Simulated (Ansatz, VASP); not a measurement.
# One calculation of AlIn3As4, two programs

INCAR

```
  PREC = Accurate
  ENCUT = 520
  EDIFF = 1E-6
  ISMEAR = 0
  SIGMA = 0.1
  LREAL = False
  LASPH = True
  NELM = 60
  ALGO = Normal
  ISIF = 2
  LWAVE = False
  LCHARG = True
  GGA = PE
  LELF = True
  LVHAR = True
  NBANDS = 41
```

File KPOINTS:

```
Automatic mesh
0
Gamma
  4 4 2
```

POSCAR

```
AlIn3As4
1.0
    4.0480641300      0.0000000000      0.0000000000
    0.0000000000      4.0480641300      0.0000000000
    0.0000000000      0.0000000000     11.4496544000
Al In As
1 3 4
Direct
    0.0000000000      0.0000000000      0.0000000000
    0.5000000000      0.5000000000      0.2500000000
    0.0000000000      0.0000000000      0.5000000000
    0.5000000000      0.5000000000      0.7500000000
    0.5000000000      0.0000000000      0.1250000000
    0.0000000000      0.5000000000      0.3750000000
    0.5000000000      0.0000000000      0.6250000000
    0.0000000000      0.5000000000      0.8750000000
```

Input for Ansatz:

```yaml
crystal:
  lattice:
    - [4.04806413, 0.0, 0.0]
    - [0.0, 4.04806413, 0.0]
    - [0.0, 0.0, 11.4496544]
  atoms:
    - { symbol: Al, position: [0.0, 0.0, 0.0] }
    - { symbol: In, position: [0.5, 0.5, 0.25] }
    - { symbol: In, position: [0.0, 0.0, 0.5] }
    - { symbol: In, position: [0.5, 0.5, 0.75] }
    - { symbol: As, position: [0.5, 0.0, 0.125] }
    - { symbol: As, position: [0.0, 0.5, 0.375] }
    - { symbol: As, position: [0.5, 0.0, 0.625] }
    - { symbol: As, position: [0.0, 0.5, 0.875] }
basis:
  ecutwfc: 420
kpoints:
  mp_grid: { grid: [4, 4, 2] }
hamiltonian:
  xc: pbe
scf:
  occupations: { method: gaussian, width: 0.1 }
  lower_state_search: "off"
output:
  forces: true
  stress: true
  eigenvalues: true
```

Alike in both runs: task single point; functional PBE; k mesh 4 × 4 × 2; occupations gaussian, width 0.1 eV; no spin polarisation.

|  | VASP | Ansatz |
| --- | --- | --- |
| version | VASP 6.6.1 | Ansatz 0.2.0 |
| potentials or method | VASP PAW PBE potentials, release 64 (Al, In_d, As), cutoff 520 eV | scalar-relativistic, plane waves, PAW |
| valence electrons in the cell | 62 | 102 |

|  | VASP | Ansatz | Ansatz less VASP |
| --- | --- | --- | --- |
| gap on the k mesh at the Fermi level (eV) | 0.92 | 0.91 | -0.007 |
| least direct gap on the mesh (eV) | 0.92 | 0.91 | -0.007 |
| pressure (GPa) | 14.9 | 14.7 | -0.16 |
| traceless stress, the component that is largest in VASP (GPa) | -0.61 | -0.61 | +0.002 |
| rms of the force components (eV/Å) | 0.544 | 0.544 | -0.0002 |

Atom by atom the forces differ by 0.000 eV/Å (rms over components). VASP's potentials hold 62 valence electrons a cell and Ansatz's 102, so a difference there can come from the potentials and not from the codes.
